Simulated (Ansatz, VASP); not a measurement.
Pd in VASP and in Ansatz

File INCAR:

```
ALGO = Normal
EDIFF = 1E-6
ENCUT = 520
GGA = PE
ISIF = 2
ISMEAR = -1
LASPH = True
LCHARG = False
LREAL = False
LWAVE = False
NBANDS = 22
NELM = 60
PREC = Accurate
SIGMA = 0.1
```

KPOINTS

```
k-points
0
Gamma
  9 9 12
```

Contents of POSCAR:

```
Pd
1.0
    4.0938280544      0.0000000000      0.0000000000
   -2.0469140272      3.5453590939      0.0000000000
    0.0000000000      0.0000000000      2.4336342342
Pd
3
Direct
    0.0000000000      0.0000000000      0.0000000000
    0.3333333333      0.6666666667      0.5000000000
    0.6666666667      0.3333333333      0.5000000000
```

Input for Ansatz:

```yaml
crystal:
  lattice:
    - [4.0938280544, 0.0, 0.0]
    - [-2.0469140272, 3.5453590939, 0.0]
    - [0.0, 0.0, 2.4336342342]
  atoms:
    - { symbol: Pd, position: [0.0, 0.0, 0.0] }
    - { symbol: Pd, position: [0.3333333333, 0.6666666667, 0.5] }
    - { symbol: Pd, position: [0.6666666667, 0.3333333333, 0.5] }
kpoints:
  mp_grid: { grid: [9, 9, 12] }
scf:
  occupations: { method: fermi_dirac, width: 0.1 }
hamiltonian:
  xc: pbe
  pseudopotentials: { kind: all_electron, lapw: { basis_error: 0.001 } }
output:
  forces: true
  stress: true
  eigenvalues: true
  populations: true
```

Change from the starting cell: volume scaled by 0.75, LAPW.

Alike in both runs: task single point; functional PBE; k mesh 9 × 9 × 12; occupations fermi-dirac, width 0.1 eV; no spin polarisation.

|  | VASP | Ansatz |
| --- | --- | --- |
| version | VASP 6.6.1 | Ansatz 0.2.0 |
| potentials or method | VASP PAW PBE potentials, release 64 (Pd), cutoff 520 eV | all-electron LAPW, scalar-relativistic |

|  | VASP | Ansatz | Ansatz less VASP |
| --- | --- | --- | --- |
| pressure (GPa) | 97.9 | 98.9 | +0.92 |
| traceless stress, the component that is largest in VASP (GPa) | 0.19 | 0.11 | -0.076 |

Both programs put the cell under a high pressure, so it lies far from rest at this level. Ansatz ran all-electron here, and VASP with PAW potentials.

Noted on VASP's run: the cell as given lies far from equilibrium.
